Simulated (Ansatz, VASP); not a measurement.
# Na: VASP beside Ansatz

INCAR

```
PREC = Accurate
ENCUT = 520
EDIFF = 1E-6
ISMEAR = -1
SIGMA = 0.05
LREAL = False
LASPH = True
NELM = 60
ALGO = Normal
ISIF = 2
LWAVE = False
LCHARG = True
GGA = PE
LELF = True
LVHAR = True
NBANDS = 10
```

KPOINTS

```
regular mesh
0
Gamma
  12 12 12
```

File POSCAR:

```
Na
1.0
   -2.0539750000      2.0539750000      2.1175000000
    2.0539750000     -2.0539750000      2.1175000000
    2.0539750000      2.0539750000     -2.1175000000
Na
1
Direct
    0.0000000000      0.0000000000      0.0000000000
```

Input for Ansatz:

```yaml
crystal:
  lattice:
    - [-2.053975, 2.053975, 2.1175]
    - [2.053975, -2.053975, 2.1175]
    - [2.053975, 2.053975, -2.1175]
  atoms:
    - { symbol: Na, position: [0.0, 0.0, 0.0] }
kpoints:
  mp_grid: { grid: [12, 12, 12] }
  band_path:
    path:
      - [0.0, 0.0, 0.0]
      - [0.0, 0.0, 0.5]
      - [0.25, 0.25, 0.25]
      - [0.0, 0.5, 0.0]
      - [0.0, 0.0, 0.0]
      - [0.5, 0.5, -0.5]
      - [0.485225, 0.514775, -0.485225]
      - [-0.485225, 0.485225, 0.485225]
      - [0.0, 0.0, 0.0]
    npoints: 5
scf:
  occupations: { method: fermi_dirac, width: 0.05 }
hamiltonian:
  xc: pbe
  pseudopotentials: { kind: all_electron, lapw: { basis_error: 0.00025 } }
output:
  forces: true
  stress: true
  eigenvalues: true
```

Change from the starting cell: equal xx and yy strain of -3 %.

Alike in both runs: task single point; functional PBE; k mesh 12 × 12 × 12; occupations fermi-dirac, width 0.05 eV; no spin polarisation.

```csv
,VASP,Ansatz
version,VASP 6.6.1,Ansatz 0.2.0
potentials or method,"VASP PAW PBE potentials, release 64 (Na_pv), cutoff 520 eV","all-electron LAPW, scalar-relativistic"
```

```csv
,VASP,Ansatz,Ansatz less VASP
pressure (GPa),0.3,0.3,+0.04
```

Ansatz ran all-electron here, and VASP with PAW potentials.
